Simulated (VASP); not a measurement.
Input of a VASP 6.6.1 run:

INCAR

```
SYSTEM = Al3GaN4
PREC = Accurate ; ENCUT = 520
EDIFF = 1E-7 ; ISMEAR = 0
SIGMA = 0.05 ; LREAL = .FALSE.
LASPH = .TRUE. ; NELM = 80
ALGO = Normal ; ISIF = 2
LWAVE = .FALSE. ; LCHARG = .FALSE.
GGA = PS ; NBANDS = 31
```

KPOINTS

```
Automatic mesh
0
G
  6 6 6
  0 0 0
```

The input POSCAR:

```
Al3GaN4
1.0
    4.5832746340      0.0000000000      0.0000000000
    0.0000000000      4.5832746340      0.0000000000
    0.0000000000      0.0000000000      4.7595544276
Al Ga N
3 1 4
Direct
    0.5000000000      0.5000000000      0.0000000000
    0.5000000000      0.0000000000      0.5000000000
    0.0000000000      0.5000000000      0.5000000000
    0.0000000000      0.0000000000      0.0000000000
    0.7447077174      0.7447077174      0.2552922826
    0.7447077174      0.2552922826      0.7447077174
    0.2552922826      0.7447077174      0.7447077174
    0.2552922826      0.2552922826      0.2552922826
```

Potentials or basis: VASP PAW PBE potentials, release 64 (Al, Ga_d, N).

Command:

```bash
$ cat potpaw_PBE.64/Al/POTCAR potpaw_PBE.64/Ga_d/POTCAR potpaw_PBE.64/N/POTCAR > POTCAR
$ mpirun -np 1 vasp_std > vasp.out
```

(1) Estimate the largest force.

(2) Predict the pressure.

(3) What does it give for the band gap on the k mesh?

Answers

(1) 0.031 eV/Å.

(2) -22.5 GPa.

(3) 2.17 eV.

Caveat: the cell differs from its parent crystal (strain +0.040 along x and y, +0.080 along z); the stress differs along the axes, from -26 to -21 GPa; the PAW data sets were made with another functional, which shifts forces and pressure a little.
